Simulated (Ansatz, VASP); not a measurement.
One calculation of PdPtSe4, two programs

```
Pd Pt Se
1.0
     3.79321    0.00000    0.00000
    -1.89660    3.28501    0.00000
     0.00000    0.00000   10.30540
Pd Pt Se
1 1 4
Direct
  0.00000 0.00000 0.50000
  0.00000 0.00000 0.00000
  0.33333 0.66667 0.12518
  0.33333 0.66667 0.62470
  0.66667 0.33333 0.37530
  0.66667 0.33333 0.87482
```

Alike in both runs: task single point; functional PBE; k mesh 6 × 6 × 2; occupations gaussian, width 0.1 eV; collinear spin.

```csv
,VASP,Ansatz
version,VASP 6.6.1,Ansatz 0.2.0
potentials or method,"VASP PAW PBE potentials, release 64 (Pd, Pt, Se), cutoff 520 eV","scalar-relativistic, plane waves, PAW"
valence electrons in the cell,44,100
```

VASP gave:

| Quantity | Value |
| --- | --- |
| gap on the k mesh at the Fermi level (eV) | none |
| pressure (GPa) | 0.0 |
| traceless stress, the component that is largest in VASP (GPa) | 0.05 |
| rms of the force components (eV/Å) | 0.032 |
| net moment per atom (μB) | 0.00 |

Task: Estimate Ansatz's values.

Result: gap on the k mesh at the Fermi level (eV): none; pressure (GPa): 0.0; traceless stress, the component that is largest in VASP (GPa): 0.06; rms of the force components (eV/Å): 0.029; net moment per atom (μB): 0.00.

Atom by atom the forces differ by 0.003 eV/Å (rms over components). A gap of «none» marks a metal or a gap that the smearing closes. With one functional, cell and mesh, what is left measures potentials, basis and numerics. VASP's potentials hold 44 valence electrons a cell and Ansatz's 100, so a difference there can come from the potentials and not from the codes. Ansatz's warnings: seeded moment not kept.

Spin-orbit coupling is off throughout.
